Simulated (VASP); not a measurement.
# Pb: single point with PBE

Crystal: Pb.

```
CELL_PARAMETERS angstrom
-3.03987 3.03987 1.62145
3.03987 -3.03987 1.62145
3.03987 3.03987 -1.62145
ATOMIC_POSITIONS crystal
Pb 0.62500 0.87500 0.75000
Pb 0.37500 0.12500 0.25000
```

| Quantity | Value |
| --- | --- |
| Program | VASP 6.6.1 |
| Task | single point |
| Functional | PBE |
| Potentials or basis | VASP PAW PBE potentials, release 64 (Pb_d) |
| Cutoff | 520 eV |
| k mesh | 14 × 14 × 14 |
| Occupations | fermi-dirac, width 0.05 eV |
| Spin | no spin polarisation |
| Dipole correction | no |
| Further INCAR settings | ALGO = Normal; EDIFF = 1e-06; NBANDS = 21 |

```yaml
Pressure: 5.0 GPa
Band_gap_on_the_k_mesh: zero (bands 14 and 15 overlap by 3.29 eV)
```

Levels at points of the mesh, in eV from the Fermi level:
```csv
k point,band 12,band 13,band 14,band 15,band 16,band 17
"(0.00, 0.00, 0.00)",-5.85,-1.81,-1.81,3.65,5.87,5.87
"(0.50, 0.00, 0.00)",-6.35,-2.91,-1.54,-0.77,2.69,2.90
"(0.50, 0.50, 0.00)",-9.81,0.85,0.85,1.00,1.00,6.15
"(0.50, 0.50, 0.50)",-8.82,-4.41,-4.41,5.49,5.49,8.86
```

It took 110 s on 1 thread of Intel(R) Xeon(R) 6975P-C (Granite Rapids), with other jobs on the host, peak memory 0.37 GiB.

Caveat: the cell stands under pressure; spin-orbit coupling is left out, which moves the levels of the heavy elements.
